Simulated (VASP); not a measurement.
GaAs, 2 atoms in the cell. The structure is cubic, space group F-43m (No. 216). Conventional cell: a = 5.458 Å, b = 5.458 Å, c = 5.458 Å, α = 90.00°, β = 90.00°, γ = 90.00°. Ga (site symmetry -43m) has 4 As at 2.36 Å within 3.1 Å. As (site symmetry -43m) has 4 Ga at 2.36 Å within 3.1 Å. 

- Program: VASP 6.6.1
- Task: single point
- Functional: LDA
- Potentials or basis: VASP PAW LDA potentials, release 64 (Ga_d, As)
- Cutoff: 520 eV
- k mesh: 12 × 12 × 12
- Occupations: gaussian, width 0.01 eV
- Spin: no spin polarisation
- Dipole correction: no
- Further INCAR settings: ALGO = Normal; EDIFF = 1e-07; NBANDS = 16

Potentials or basis: VASP PAW LDA potentials, release 64 (Ga_d, As).

Run with:

```sh
$ cat potpaw_LDA.64/Ga_d/POTCAR potpaw_LDA.64/As/POTCAR > POTCAR
$ mpirun -np 1 vasp_std > vasp.out
```

Hardware: 1 thread of Intel(R) Xeon(R) Platinum 8259CL CPU @ 2.50GHz (Skylake/Cascade Lake) (shared host).

Question: Estimate the wall time of this run.

Answer: Wall time 46 s on 1 thread of Intel(R) Xeon(R) Platinum 8259CL CPU @ 2.50GHz (Skylake/Cascade Lake), with other jobs on the host, peak memory 0.17 GiB. Counts: scf iterations 13, k points 72.
